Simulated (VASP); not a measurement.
Here is a VASP 6.6.1 calculation.

Contents of INCAR:

```
SYSTEM = Si5Ge2
  PREC = Accurate
  ENCUT = 500
  EDIFF = 1E-6
  ISMEAR = 0
  SIGMA = 0.2
  LREAL = .FALSE.
  LASPH = .TRUE.
  NELM = 120
  ALGO = Normal
  ISIF = 2
  LWAVE = .FALSE.
  LCHARG = .FALSE.
  GGA = PE
  NBANDS = 33
  GGA_COMPAT = .FALSE.
```

The input KPOINTS:

```
regular mesh
0
G
  4 4 4
  0 0 0
```

The input POSCAR:

```
Si5Ge2
1.0
    0.0000000000      4.2987292924      4.2987292924
    4.2987292924      0.0000000000      4.2987292924
    4.2987292924      4.2987292924      0.0000000000
Si Ge
5 2
Direct
    0.4036852497      0.4036852497      0.4036852497
    0.4036852497      0.4036852497      0.7889442508
    0.4036852497      0.7889442508      0.4036852497
    0.7889442508      0.4036852497      0.4036852497
    0.0000000000      0.0000000000      0.0000000000
    0.2500000000      0.2500000000      0.2500000000
    0.7500000000      0.7500000000      0.7500000000
```

Potentials or basis: VASP PAW PBE potentials, release 64 (Si, Ge_d).

Command:

```console
$ cat potpaw_PBE.64/Si/POTCAR potpaw_PBE.64/Ge_d/POTCAR > POTCAR
$ mpirun -np 1 vasp_std > vasp.out
```

(1) Estimate the band gap on the k mesh.

(2) Estimate the pressure.

Answers

(1) zero (band 24 reaches 5.32 eV, above the bottom of band 25 at 3.86 eV).

(2) 0.3 GPa.
